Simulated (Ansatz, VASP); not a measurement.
## One calculation of HfO2, two programs

The input POSCAR:

```
HfO2
1.0
    5.2194633600      0.0000000000      0.0000000000
    0.0000000000      5.0047636900      0.0000000000
    0.0000000000      0.0000000000      5.0326850500
Hf O
4 8
Direct
    0.0330060000      0.2674791800      0.2414403500
    0.4669940000      0.2674791800      0.7414403500
    0.5330060000      0.7325208200      0.2414403500
    0.9669940000      0.7325208200      0.7414403500
    0.3678725500      0.0713546000      0.3792672600
    0.1321274500      0.0713546000      0.8792672600
    0.7339485200      0.4601169500      0.4922923900
    0.7660514800      0.4601169500      0.9922923900
    0.2660514800      0.5398830500      0.9922923900
    0.2339485200      0.5398830500      0.4922923900
    0.8678725500      0.9286454000      0.3792672600
    0.6321274500      0.9286454000      0.8792672600
```

File INCAR.step1:

```
SYSTEM = HfO2
  PREC = Accurate
  ENCUT = 520
  ISMEAR = 0
  SIGMA = 0.1
  LREAL = .FALSE.
  LASPH = .TRUE.
  NELM = 60
  NBANDS = 56
  GGA = PE
  ALGO = Normal
  EDIFF = 1E-4
  LWAVE = .TRUE.
  LCHARG = .FALSE.
```

File INCAR.step2:

```
SYSTEM = HfO2
  PREC = Accurate
  ENCUT = 520
  EDIFF = 1E-6
  ISMEAR = 0
  SIGMA = 0.1
  LREAL = .FALSE.
  LASPH = .TRUE.
  NELM = 60
  ALGO = Normal
  ISIF = 2
  LWAVE = .FALSE.
  LCHARG = .FALSE.
  METAGGA = R2SCAN
  LMIXTAU = .TRUE.
  NBANDS = 56
  ISTART = 1
```

The input KPOINTS:

```
regular mesh
0
G
  4 4 4
  0 0 0
```

Input for Ansatz:

```yaml
crystal:
  lattice:
    - [5.21946336, 0.0, 0.0]
    - [0.0, 5.00476369, 0.0]
    - [0.0, 0.0, 5.03268505]
  atoms:
    - { symbol: Hf, position: [0.033006, 0.26747918, 0.24144035] }
    - { symbol: Hf, position: [0.466994, 0.26747918, 0.74144035] }
    - { symbol: Hf, position: [0.533006, 0.73252082, 0.24144035] }
    - { symbol: Hf, position: [0.966994, 0.73252082, 0.74144035] }
    - { symbol: O, position: [0.36787255, 0.0713546, 0.37926726] }
    - { symbol: O, position: [0.13212745, 0.0713546, 0.87926726] }
    - { symbol: O, position: [0.73394852, 0.46011695, 0.49229239] }
    - { symbol: O, position: [0.76605148, 0.46011695, 0.99229239] }
    - { symbol: O, position: [0.26605148, 0.53988305, 0.99229239] }
    - { symbol: O, position: [0.23394852, 0.53988305, 0.49229239] }
    - { symbol: O, position: [0.86787255, 0.9286454, 0.37926726] }
    - { symbol: O, position: [0.63212745, 0.9286454, 0.87926726] }
basis:
  ecutwfc: 500
kpoints:
  mp_grid: { grid: [4, 4, 4] }
hamiltonian:
  xc: r2scan
  pseudopotentials: { kind: paw, azcp: { folder: soft_1 } }
scf:
  occupations: { method: gaussian, width: 0.1 }
output:
  forces: true
  stress: true
  eigenvalues: true
```

Alike in both runs: task single point; functional r2SCAN; k mesh 4 × 4 × 4; occupations gaussian, width 0.1 eV; no spin polarisation.

```csv
,VASP,Ansatz
version,VASP 6.6.1,Ansatz 0.2.0
potentials or method,"VASP PAW PBE potentials, release 64 (Hf_pv, O), cutoff 520 eV","scalar-relativistic, plane waves, PAW"
valence electrons in the cell,88,152
```

```csv
,VASP,Ansatz,Ansatz less VASP
gap on the k mesh at the Fermi level (eV),4.98,5.03,+0.049
least direct gap on the mesh (eV),5.17,5.21,+0.040
pressure (GPa),0.3,4.0,+3.71
"traceless stress, the component that is largest in VASP (GPa)",-0.05,0.02,+0.071
rms of the force components (eV/Å),0.006,0.031,+0.0246
```

VASP's potentials were made for PBE, not for r2SCAN. Atom by atom the forces differ by 0.032 eV/Å (rms over components). VASP's potentials hold 88 valence electrons a cell and Ansatz's 152, so a difference there can come from the potentials and not from the codes.

Spin-orbit coupling is off throughout.
